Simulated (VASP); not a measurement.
Here is a VASP 6.6.1 calculation.

The input INCAR:

```
SYSTEM = Mo3W
  PREC = Accurate
  ENCUT = 500
  EDIFF = 1E-6
  ISMEAR = 0
  SIGMA = 0.1
  LREAL = .FALSE.
  LASPH = .TRUE.
  NELM = 200
  ALGO = Normal
  ISIF = 2
  LWAVE = .FALSE.
  LCHARG = .TRUE.
  MAGMOM = 0 0 0 0 0 0 0 0 0 0 0 0
  LORBIT = 11
  LSORBIT = .TRUE.
  GGA_COMPAT = .FALSE.
  LORBMOM = .TRUE.
  LMAXMIX = 4
  GGA = PE
  LVHAR = .TRUE.
  NBANDS = 70
```

KPOINTS

```
Automatic mesh
0
G
  12 12 12
  0 0 0
```

The input POSCAR:

```
Mo3W
1.0
    0.0000000000      3.1659847937      3.1659847937
    3.1659847937      0.0000000000      3.1659847937
    3.1659847937      3.1659847937      0.0000000000
Mo W
3 1
Direct
    0.2500000000      0.2500000000      0.2500000000
    0.7500000000      0.7500000000      0.7500000000
    0.5000000000      0.5000000000      0.5000000000
    0.0000000000      0.0000000000      0.0000000000
```

Potentials or basis: VASP PAW PBE potentials, release 64 (Mo_sv, W_sv).

Launch:

```bash
$ cat potpaw_PBE.64/Mo_sv/POTCAR potpaw_PBE.64/W_sv/POTCAR > POTCAR
$ mpirun -np 1 vasp_ncl > vasp.out
```

Predict the pressure.

0.8 GPa.

What does it give for the net moment?

0.00 μB per cell.

Moments on the atoms (μB; x, y, z):
```
Mo  0.00 0.00 0.00
Mo  0.00 0.00 0.00
Mo  0.00 0.00 0.00
W   0.00 0.00 0.00
```
